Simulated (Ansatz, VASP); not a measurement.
## FeO: VASP beside Ansatz

```
CELL_PARAMETERS angstrom
0.00000 2.15540 2.15540
2.15540 0.00000 2.15540
2.15540 2.15540 0.00000
ATOMIC_POSITIONS crystal
Fe 0.00000 0.00000 0.00000
O 0.50000 0.50000 0.50000
```

Alike in both runs: task relaxation of cell and atoms; functional LDA; k mesh 8 × 8 × 8; occupations fermi-dirac, width 0.05 eV; collinear spin.

```csv
,VASP,Ansatz
version,VASP 6.6.1,Ansatz 0.2.0
potentials or method,"VASP PAW LDA potentials, release 64 (Fe, O), cutoff 600 eV","all-electron LAPW, scalar-relativistic"
```

Ansatz gave:

```
net moment per atom (μB)                                      : 1.92
size of the moment on the site where the two differ most (μB) : 0.31
relaxed volume (Å³/atom)                                      : 9.13
relaxed cell length with the largest relative difference (Å)  : 2.956
```

**Question.** Estimate VASP's values.

**Answer.** net moment per atom (μB): 1.90; size of the moment on the site where the two differ most (μB): 0.29; relaxed volume (Å³/atom): 9.13; relaxed cell length with the largest relative difference (Å): 2.956.

LDA's correlation is that of Perdew and Zunger in VASP and of Perdew and Wang (1992) in Ansatz. Site moments also hang on the region over which each program counts them. Ansatz ran all-electron here, and VASP with PAW potentials.

Noted on Ansatz's run: the k mesh is thin for a metal, which can move the energy by tens of meV per atom.
